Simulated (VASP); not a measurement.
A run of VASP 6.6.1 is set up as follows.

File INCAR:

```
PREC = Accurate ; ENCUT = 500
EDIFF = 1E-6 ; ISMEAR = 0
SIGMA = 0.01 ; LREAL = F
LASPH = T ; NELM = 120
ALGO = Normal ; ISIF = 2
LWAVE = F ; LCHARG = T
GGA = PE ; LELF = T
LVHAR = T ; NBANDS = 11
GGA_COMPAT = F
```

KPOINTS

```
Automatic mesh
0
Gamma
  3 3 3
```

POSCAR

```
BP
1.0
    0.0000000000      2.2383340787      2.2383340787
    2.2383340787      0.0000000000      2.2383340787
    2.2383340787      2.2383340787      0.0000000000
B P
1 1
Direct
    0.0000000000      0.0000000000      0.0000000000
    0.2500000000      0.2500000000      0.2500000000
```

Potentials or basis: VASP PAW PBE potentials, release 64 (B, P).

The run is started by

```bash
$ cat potpaw_PBE.64/B/POTCAR potpaw_PBE.64/P/POTCAR > POTCAR
$ mpirun -np 1 vasp_std > vasp.out
```

Q: Predict the band gap on the k mesh.

A: 1.29 eV, indirect (least direct gap 3.41 eV).

Q: Predict the pressure.

A: 12.1 GPa.

Caveat: the k points lie up to 0.81 Å⁻¹ apart. A k mesh can miss the band edges.
